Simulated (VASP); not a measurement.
## FeO: single point with PBE

The system is FeO.

```
Fe O
1.0
    -1.51768   -0.87623   -2.51579
     1.51768    0.87623   -5.03159
     1.51768   -2.62870    0.00000
Fe O
2 2
Direct
  0.00000 0.00000 0.00000
  0.00000 0.50000 0.50000
  0.50000 0.00000 0.50000
  0.50000 0.50000 0.00000
```

```json
{
 "Program": "VASP 6.6.1",
 "Task": "single point",
 "Functional": "PBE",
 "Potentials or basis": "VASP PAW PBE potentials, release 64 (Fe_sv, O)",
 "Cutoff": "700 eV",
 "k mesh": "8 × 5 × 7",
 "Occupations": "fermi-dirac, width 0.03 eV",
 "Spin": "collinear spin, antiferromagnetic start",
 "Starting moments": "[4.0, -4.0, 0.0, 0.0] μB"
}
```

The pressure is -0.2 GPa, the band gap on the k mesh is zero (filled and empty bands overlap) and the net moment is 0.00 μB per cell. The site moments are Fe +3.38, -3.38; O +0.10, -0.10 μB and the valence electrons inside the program's atomic spheres are Fe 13.63; O 4.99.

Stress tensor (GPa, compression positive):
```
 1.16  1.65 -2.41
 1.65 -0.74 -1.39
-2.41 -1.39 -1.16
```

Levels at points of the mesh, in eV from the Fermi level:
Spin up:
```tsv
k point	band 18	band 19	band 20	band 21	band 22	band 23	band 24	band 25	band 26	band 27
(0.00, 0.00, 0.00)	-3.54	-3.46	-3.28	-3.28	-1.42	0.02	0.08	0.25	0.49	0.68
(0.50, 0.00, 0.00)	-2.66	-2.65	-0.67	-0.40	0.31	0.49	0.56	2.64	2.67	4.00
```
Spin down:
```
           k point  band 19  band 20  band 21  band 22  band 23  band 24  band 25  band 26
(0.00, 0.00, 0.00)    -3.46    -3.28    -3.28    -1.42     0.02     0.08     0.25     0.49
(0.50, 0.00, 0.00)    -2.65    -0.67    -0.40     0.31     0.49     0.56     2.64     2.67
```

Run time: 13 min on 1 thread of Intel(R) Xeon(R) Platinum 8259CL CPU @ 2.50GHz (Skylake/Cascade Lake), on a shared host, peak memory 0.38 GiB.

Caveat: semilocal functionals often make such compounds metallic where correlation or magnetic order opens a gap, which also shifts bond lengths. With open d or f shells a metallic result of PBE can be an artefact of self-interaction; +U or a hybrid may open a gap.
